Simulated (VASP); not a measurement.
# Al (Fm-3m) in VASP: a series of runs

Runs on Al. Level: r2SCAN. Tasks: single point.

Program: VASP 6.6.1. These are calculated values, not measurements. Logs are shortened: lines on timing, memory, paths and dates and some standing lists are left out, and cuts for length are marked.

## (1) The cell of the first run

It takes space group Fm-3m (No. 225, cubic). Conventional cell: a = 3.993 Å, b = 3.993 Å, c = 3.993 Å, α = 90.00°, β = 90.00°, γ = 90.00°. Al (site symmetry m-3m) has 12 Al at 2.82 Å within 3.7 Å.

## (2) Single point, r2SCAN

POSCAR

```
Al
1.0
    0.0000000000      1.9966927595      1.9966927595
    1.9966927595      0.0000000000      1.9966927595
    1.9966927595      1.9966927595      0.0000000000
Al
1
Direct
    0.0000000000      0.0000000000      0.0000000000
```

INCAR.step1

```
PREC = Accurate
ENCUT = 520
ISMEAR = -1
SIGMA = 0.1
LREAL = F
LASPH = T
NELM = 100
NBANDS = 8
GGA = PE
ALGO = Normal
EDIFF = 1E-4
LWAVE = T
LCHARG = F
```

INCAR.step2

```
PREC = Accurate
ENCUT = 520
EDIFF = 1E-6
ISMEAR = -1
SIGMA = 0.1
LREAL = F
LASPH = T
NELM = 100
ALGO = Normal
ISIF = 2
LWAVE = F
LCHARG = T
METAGGA = R2SCAN
LMIXTAU = T
LELF = T
LVHAR = T
NBANDS = 8
ISTART = 1
```

KPOINTS

```
Automatic mesh
0
Gamma
  22 22 22
```

Potentials or basis: VASP PAW PBE potentials, release 64 (Al).

Launch:

```bash
> cat potpaw_PBE.64/Al/POTCAR > POTCAR
> cp INCAR.step1 INCAR
> mpirun -np 1 vasp_std > vasp.out
> cp INCAR.step2 INCAR
> mpirun -np 1 vasp_std > vasp.out
```

OUTCAR:

```text
PREC = Accurate
   ENCUT = 520
   EDIFF = 1E-6
   ISMEAR = -1
   LREAL = F
   LASPH = T
   NELM = 100
   ISIF = 2
   METAGGA = R2SCAN
   ISTART = 1

 ion  position               nearest neighbor table
   1  0.000  0.000  0.000-

  LATTYP: Found a face centered cubic cell.
 ALAT       =     3.9933855190

  Lattice vectors:

 A1 = (   0.0000000000,   1.9966927595,   1.9966927595)
 A2 = (   1.9966927595,   0.0000000000,   1.9966927595)
 A3 = (   1.9966927595,   1.9966927595,   0.0000000000)

Analysis of symmetry for initial positions (statically):
=====================================================================
 Subroutine PRICEL returns:
 Original cell was already a primitive cell.

 Routine SETGRP: Setting up the symmetry group for a
 face centered cubic supercell.

 Subroutine GETGRP returns: Found 48 space group operations
 (whereof 48 operations were pure point group operations)
 out of a pool of 48 trial point group operations.

The static configuration has the point symmetry O_h .

Analysis of symmetry for dynamics (positions and initial velocities):
=====================================================================
 Subroutine PRICEL returns:
 Original cell was already a primitive cell.

 Routine SETGRP: Setting up the symmetry group for a
 face centered cubic supercell.

 Subroutine GETGRP returns: Found 48 space group operations
 (whereof 48 operations were pure point group operations)
 out of a pool of 48 trial point group operations.

The dynamic configuration has the point symmetry O_h .

 Subroutine INISYM returns: Found 48 space group operations
 (whereof 48 operations are pure point group operations),
 and found     1 'primitive' translations

----------------------------------------------------------------------------------------

                                     Primitive cell

  volume of cell :      15.9208

  direct lattice vectors                    reciprocal lattice vectors
     0.000000000  1.996692759  1.996692759    -0.250414090  0.250414090  0.250414090
     1.996692759  0.000000000  1.996692759     0.250414090 -0.250414090  0.250414090
     1.996692759  1.996692759  0.000000000     0.250414090  0.250414090 -0.250414090

  length of vectors
     2.823749980  2.823749980  2.823749980     0.433729926  0.433729926  0.433729926

  position of ions in fractional coordinates (direct lattice)
     0.000000000  0.000000000  0.000000000

  ion indices of the primitive-cell ions
   primitive index   ion index
                 1           1

----------------------------------------------------------------------------------------

 KPOINTS: Automatic mesh

Automatic generation of k-mesh.
 Grid dimensions read from file:
 generate k-points for:   22   22   22

 Generating k-lattice:

  Cartesian coordinates                     Fractional coordinates (reciprocal lattice)
    -0.011382459  0.011382459  0.011382459     0.045454545  0.000000000  0.000000000
     0.011382459 -0.011382459  0.011382459     0.000000000  0.045454545  0.000000000
     0.011382459  0.011382459 -0.011382459     0.000000000  0.000000000  0.045454545

  Length of vectors
     0.019714997  0.019714997  0.019714997

  Shift w.r.t. Gamma in fractional coordinates (k-lattice)
     0.000000000  0.000000000  0.000000000

 Subroutine IBZKPT returns following result:
 ===========================================

 Found    328 irreducible k-points:

 Following reciprocal coordinates:
            Coordinates               Weight
  0.000000  0.000000  0.000000      1.000000
  0.045455  0.000000  0.000000      8.000000
  0.090909  0.000000  0.000000      8.000000
  0.136364  0.000000  0.000000      8.000000
  0.181818  0.000000  0.000000      8.000000
  0.227273  0.000000  0.000000      8.000000
[... 16 lines left out ...]
  0.500000  0.045455  0.000000     24.000000
 -0.454545  0.045455  0.000000     24.000000
 [... further k-points ...]
   k-points           NKPTS =    328   k-points in BZ     NKDIM =    328   number of bands    NBANDS=      8
   number of dos      NEDOS =    301   number of ions     NIONS =      1
   total plane-waves  NPLWV =  13824
   dimension x,y,z NGX =    24 NGY =   24 NGZ =   24
   dimension x,y,z NGXF=    48 NGYF=   48 NGZF=   48
   ions per type =               1
   NGX,Y,Z   is equivalent  to a cutoff of  14.13, 14.13, 14.13 a.u.
   NGXF,Y,Z  is equivalent  to a cutoff of  28.26, 28.26, 28.26 a.u.
 SYSTEM =  unknown system
   PREC   = accura    normal or accurate (medium, high low for compatibility)
   ISTART =      1    job   : 0-new  1-cont  2-samecut
   ICHARG =      0    charge: 1-file 2-atom 10-const
   ISPIN  =      1    spin polarized calculation?
   LNONCOLLINEAR =      F non collinear calculations
   LSORBIT =      F    spin-orbit coupling
   LASPH  =      T    aspherical Exc in radial PAW
   ENCUT  =  520.0 eV  38.22 Ry    6.18 a.u.   5.25  5.25  5.25*2*pi/ulx,y,z
   NELM   =    100;   NELMIN=  2; NELMDL=  0     # of ELM steps
   EDIFF  = 0.1E-05   stopping-criterion for ELM
   LREAL  =      F    real-space projection
   EDIFFG = 0.1E-04   stopping-criterion for IOM
   NSW    =      0    number of steps for IOM
   IBRION =     -1    ionic relax: 0-MD 1-quasi-New 2-CG
   NFREE  =      0    steps in history (QN), initial steepest desc. (CG)
   ISIF   =      2    stress and relaxation
   ISYM   =      2    0-nonsym 1-usesym 2-fastsym
   POTIM  = 0.5000    time-step for ionic-motion
   TEBEG  =    0.0;   TEEND  =   0.0 temperature during run
   PSTRESS=    0.0 pullay stress
   NELECT =       3.0000    total number of electrons
   NUPDOWN=      -1.0000    fix difference up-down
   EMIN   =  10.00;   EMAX   =-10.00  energy-range for DOS
   EFERMI =   0.00;   METHOD = LEGACY
   ISMEAR =    -1;   SIGMA  =   0.10  broadening in eV -4-tet -1-fermi 0-gaus
   EFERMI_NEDOS =   21; number of points for ismear=-14 and -15
   IALGO  =     38    algorithm
   IMIX   =      4    mixing-type and parameters
     AMIX     =   0.40;   BMIX     =  1.00
     AMIX_MAG =   1.60;   BMIX_MAG =  1.00
  volume/ion in A,a.u.               =      15.92       107.44
  Fermi-wavevector in a.u.,A,eV,Ry     =   0.938557  1.773616 11.985227  0.880889
  Thomas-Fermi vector in A             =   2.065781
   LORBIT       =      0    0 simple, 1 ext, 2 COOP (PROOUT), +10 PAW based schemes
   METAGGA = R2SCAN    functional components
   LHFCALC =     F    Hartree Fock is set to
   AEXX    =    0.0000 exact exchange contribution
   IVDW    =     0    specifies the selected vdW correction
   LEPSILON=     F    determine dielectric tensor
   LRPA    =     F    only Hartree local field effects (RPA)
 non-spin polarized calculation
  energy-cutoff  :      520.00
  volume of cell :       15.92
 maximum number of plane-waves:       444
 NGX is ok and might be reduce to    24
   NGX = 11   NGY = 11   NGZ = 11

 number of electron       3.0000000 magnetization

 Free energy of the ion-electron system (eV)
  ---------------------------------------------------
  ext. energy  EPLUGINS =         0.00000000
  ---------------------------------------------------
  free energy    TOTEN  =        -6.74520162 eV

  energy without entropy =       -6.73387363  energy(sigma->0) =       -6.73953762

 E-fermi :   8.3875     XC(G=0): -11.0399

 val. band max:        8.3400210158   @ k =  -0.3636   0.3636   0.0000
 cond. band min:       8.3931000419   @ k =  -0.3182   0.4545   0.1364
 fundamental gap:      0.0530790262
 Fermi energy:         8.3874618633

 k-point     1 :       0.0000    0.0000    0.0000
  band No.  band energies     occupation
      1      -3.7003      2.00000
      2      21.9205      0.00000
      3      21.9205      0.00000
      4      21.9205      0.00000
      5      24.1141      0.00000
      6      24.1141      0.00000
      7      24.1141      0.00000
      8      26.0170      0.00000

 k-point     2 :       0.0455    0.0000    0.0000
  band No.  band energies     occupation
      1      -3.6392      2.00000
      2      20.7897      0.00000
      3      21.7392      0.00000
      4      21.7392      0.00000
      5      24.3933      0.00000
      6      24.3933      0.00000
      7      24.5139      0.00000
      8      26.7029      0.00000

 k-point     3 :       0.0909    0.0000    0.0000
  band No.  band energies     occupation
      1      -3.4560      2.00000
      2      18.8897      0.00000
      3      21.3618      0.00000
      4      21.3618      0.00000
      5      24.5941      0.00000
      6      25.0574      0.00000
      7      25.0574      0.00000
      8      28.1739      0.00000

 k-point     4 :       0.1364    0.0000    0.0000
  band No.  band energies     occupation
      1      -3.1512      2.00000
      2      16.9044      0.00000
      3      20.9707      0.00000
      4      20.9707      0.00000
      5      24.4541      0.00000
      6      25.8563      0.00000
      7      25.8563      0.00000
      8      27.2427      0.00000

 k-point     5 :       0.1818    0.0000    0.0000
  band No.  band energies     occupation
      1      -2.7257      2.00000
      2      14.9453      0.00000
      3      20.6352      0.00000
      4      20.6352      0.00000
      5      24.2696      0.00000
      6      25.8421      0.00000
      7      25.8421      0.00000
      8      27.2568      0.00000
[... 177 lines left out ...]
 k-point    22 :       0.4545    0.0455    0.0000
  band No.  band energies     occupation
      1       1.9418      2.00000
      2       5.4091      2.00000
      3      19.4650      0.00000
      4      19.9632      0.00000
      5      20.9583      0.00000
      6      22.5686      0.00000
      7      25.1031      0.00000
      8      26.1828      0.00000

 k-point    23 :       0.5000    0.0455    0.0000
  band No.  band energies     occupation
      1       3.0735      2.00000
      2       4.0998      2.00000
      3      19.5309      0.00000
      4      19.7585      0.00000
      5      21.2242      0.00000
      6      22.1069      0.00000
      7      25.3028      0.00000
      8      25.8088      0.00000

 k-point    24 :      -0.4545    0.0455    0.0000
  band No.  band energies     occupation
      1       2.7032      2.00000
      2       4.5056      2.00000
      3      19.1770      0.00000
      4      20.1515      0.00000
      5      21.6171      0.00000
      6      21.7482      0.00000
      7      25.1031      0.00000
      8      26.0372      0.00000

 [... further k-points ...]

------------------------ aborting loop because EDIFF is reached ----------------------------------------

  FORCE on cell =-STRESS in cart. coord.  units (eV):
  Direction    XX          YY          ZZ          XY          YZ          ZX
  --------------------------------------------------------------------------------------
  -------------------------------------------------------------------------------------
  Total       -0.0285962     -0.0285962     -0.0285962      0.0000000      0.0000000     -0.0000000
  in kB       -2.8777671     -2.8777671     -2.8777671      0.0000000      0.0000000     -0.0000000
  external PRESSURE =      -2.8777671 kB  Pullay stress =       0.0000000 kB

 VOLUME and BASIS-vectors are now :
 -----------------------------------------------------------------------------
  energy-cutoff  :      520.00
  volume of cell :       15.92
      direct lattice vectors                 reciprocal lattice vectors
     0.000000000  1.996692759  1.996692759    -0.250414090  0.250414090  0.250414090
     1.996692759  0.000000000  1.996692759     0.250414090 -0.250414090  0.250414090
     1.996692759  1.996692759  0.000000000     0.250414090  0.250414090 -0.250414090

 POSITION                                       TOTAL-FORCE (eV/Angst)
 -----------------------------------------------------------------------------------
      0.00000      0.00000      0.00000         0.000000      0.000000     -0.000000
 -----------------------------------------------------------------------------------
    total drift:                               -0.000000     -0.000000      0.000000

  FREE ENERGIE OF THE ION-ELECTRON SYSTEM (eV)
  ---------------------------------------------------
  free  energy   TOTEN  =        -6.7452016164 eV

  energy  without entropy=       -6.7338736277  energy(sigma->0) =       -6.73953762
```

Wall time 88 s (1 thread of Intel Xeon Platinum 8259CL at 2.50GHz (Skylake/Cascade Lake), shared host); peak memory 0.16 GiB.

Results:

```
Free energy : -6.7452 eV
Pressure    : -0.3 GPa
```

Levels at points of the mesh, in eV from the Fermi level:
```csv
k point,band 1,band 2,band 3,band 4,band 5,band 6
"(0.00, 0.00, 0.00)",-12.09,13.53,13.53,13.53,15.73,15.73
"(0.50, 0.00, 0.00)",-5.14,-4.58,12.26,12.26,12.73,12.73
"(0.50, 0.50, 0.00)",-3.24,-1.66,5.48,6.19,6.19,10.28
```

Caveat: the PAW data sets were made with another functional, which shifts forces and pressure a little.

## (3) Single point, r2SCAN

POSCAR is that of step 2.

INCAR.step1

```
SYSTEM = Al
ALGO = Normal
EDIFF = 1E-4
ENCUT = 520
GGA = PE
ISMEAR = -1
LASPH = .TRUE.
LCHARG = .FALSE.
LREAL = .FALSE.
LWAVE = .TRUE.
NBANDS = 8
NELM = 100
PREC = Accurate
SIGMA = 0.1
```

INCAR.step2

```
SYSTEM = Al
ALGO = Normal
EDIFF = 1E-6
ENCUT = 520
ISIF = 2
ISMEAR = -1
ISTART = 1
LASPH = .TRUE.
LCHARG = .FALSE.
LMIXTAU = .TRUE.
LREAL = .FALSE.
LWAVE = .FALSE.
METAGGA = R2SCAN
NBANDS = 8
NELM = 100
PREC = Accurate
SIGMA = 0.1
```

KPOINTS

```
k-points
0
G
  2 2 2
  0 0 0
```

Potentials or basis: VASP PAW PBE potentials, release 64 (Al).

Launch:

```bash
> cat potpaw_PBE.64/Al/POTCAR > POTCAR
> cp INCAR.step1 INCAR
> mpirun -np 1 vasp_std > vasp.out
> cp INCAR.step2 INCAR
> mpirun -np 1 vasp_std > vasp.out
```

Wall time 5.3 s (1 thread of Intel Xeon 6975P-C, shared host); peak memory 0.13 GiB.

It converged, with:

| Quantity | Value |
| --- | --- |
| Free energy | -7.4887 eV |
| Pressure | -3.4 GPa |

Levels at points of the mesh, in eV from the Fermi level:
```tsv
k point	band 1	band 2	band 3	band 4
(0.00, 0.00, 0.00)	-9.61	15.86	15.86	15.86
(0.50, 0.00, 0.00)	-2.64	-2.19	14.58	14.58
(0.50, 0.50, 0.00)	-0.84	0.84	7.87	8.53
```

Caveat: the k points lie up to 1.36 Å⁻¹ apart; the PAW data sets were made with another functional, which shifts forces and pressure a little.

(Continued in part 2 of 2.)
